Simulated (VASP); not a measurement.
LuGe3O, 5 atoms in the cell. It takes space group P4/mmm (No. 123, tetragonal). Conventional cell: a = 3.189 Å, b = 3.189 Å, c = 9.069 Å, α = 90.00°, β = 90.00°, γ = 90.00°. Within 3.0 Å of Lu (site symmetry 4/mmm) lie 4 O at 2.26 Å. Within 3.6 Å of Ge (site symmetry 4mm) lie 1 O at 2.76 Å and 9 Ge at 2.87 to 3.56 Å and 4 Lu at 3.56 Å. Ge (site symmetry 4/mmm) has 12 Ge at 2.87 to 3.19 Å within 3.8 Å. O (site symmetry 4/mmm) has 4 Lu at 2.26 Å and 2 Ge at 2.76 Å within 3.0 Å. 

* Program: VASP 6.6.1
* Task: single point
* Functional: PBE
* Potentials or basis: VASP PAW PBE potentials, release 64 (Lu, Ge_d, O)
* Cutoff: 520 eV
* k mesh: 4 × 4 × 4
* Occupations: gaussian, width 0.1 eV
* Spin: no spin polarisation
* Dipole correction: no
* Further INCAR settings: ALGO = Normal; EDIFF = 1e-06; NBANDS = 44

Potentials or basis: VASP PAW PBE potentials, release 64 (Lu, Ge_d, O).

The run is started by

```console
$ cat potpaw_PBE.64/Lu/POTCAR potpaw_PBE.64/Ge_d/POTCAR potpaw_PBE.64/O/POTCAR > POTCAR
$ mpirun -np 1 vasp_std > vasp.out
```

Hardware: 1 thread of Intel(R) Xeon(R) 6975P-C (Granite Rapids) (shared host).

Q: Estimate the wall time of this run.

A: Wall time 57 s on 1 thread of Intel(R) Xeon(R) 6975P-C (Granite Rapids) (shared host), peak memory 0.23 GiB. Counts: scf iterations 15, k points 18.
